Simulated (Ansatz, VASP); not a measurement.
## Li7Sb: VASP beside Ansatz

```
Li Sb
1.0
     0.00000    4.23334    4.23334
     4.23334    0.00000    4.23334
     4.23334    4.23334    0.00000
Li Sb
7 1
Direct
  0.50036 0.99964 0.99964
  0.99964 0.50036 0.50036
  0.99964 0.50036 0.99964
  0.50036 0.99964 0.50036
  0.99964 0.99964 0.50036
  0.50036 0.50036 0.99964
  0.50000 0.50000 0.50000
  0.00000 0.00000 0.00000
```

Alike in both runs: functional PBE; k mesh 4 × 4 × 4; occupations gaussian, width 0.1 eV; no spin polarisation.

Ansatz relaxed the structure, and its values are those at the end. VASP's run is a single point on that final structure, the one shown.

|  | VASP | Ansatz |
| --- | --- | --- |
| version | VASP 6.6.1 | Ansatz 0.2.0 |
| potentials or method | VASP PAW PBE potentials, release 64 (Li_sv, Sb), cutoff 520 eV | scalar-relativistic, plane waves, PAW |
| valence electrons in the cell | 26 | 36 |

|  | VASP | Ansatz | Ansatz less VASP |
| --- | --- | --- | --- |
| gap on the k mesh at the Fermi level (eV) | none | none | - |
| rms of the force components (eV/Å) | 0.004 | 0.004 | 0.0000 |

A gap of «none» marks a metal or a gap that the smearing closes. VASP's potentials hold 26 valence electrons a cell and Ansatz's 36, so a difference there can come from the potentials and not from the codes.

Spin-orbit coupling is off throughout. Noted on VASP's run: the cutoff is under 1.25 times that of the potentials, so the pressure is a little rough.
